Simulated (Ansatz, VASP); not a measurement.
**One calculation of AlN, two programs**

```
Al N
1.0
     0.00000    2.20162    2.20162
     2.20162    0.00000    2.20162
     2.20162    2.20162    0.00000
Al N
1 1
Direct
  0.00000 0.00000 0.00000
  0.75000 0.75000 0.75000
```

Change from the starting cell: species swapped into the ZnO type (F-43m, No. 216).

Alike in both runs: functional PBE; k mesh 10 × 10 × 10; occupations gaussian, width 0.02 eV; no spin polarisation.

Ansatz relaxed the structure, and its values are those at the end. VASP's run is a single point on that final structure, the one shown.

|  | VASP | Ansatz |
| --- | --- | --- |
| version | VASP 6.6.1 | Ansatz 0.2.0 |
| potentials or method | VASP PAW PBE potentials, release 64 (Al, N), cutoff 520 eV | scalar-relativistic, plane waves, PAW |
| valence electrons in the cell | 8 | 8 |

|  | VASP | Ansatz | Ansatz less VASP |
| --- | --- | --- | --- |
| gap on the k mesh at the Fermi level (eV) | 3.31 | 3.31 | +0.007 |
| least direct gap on the mesh (eV) | 3.98 | 3.98 | -0.009 |
| pressure (GPa) | -0.3 | 0.0 | +0.27 |
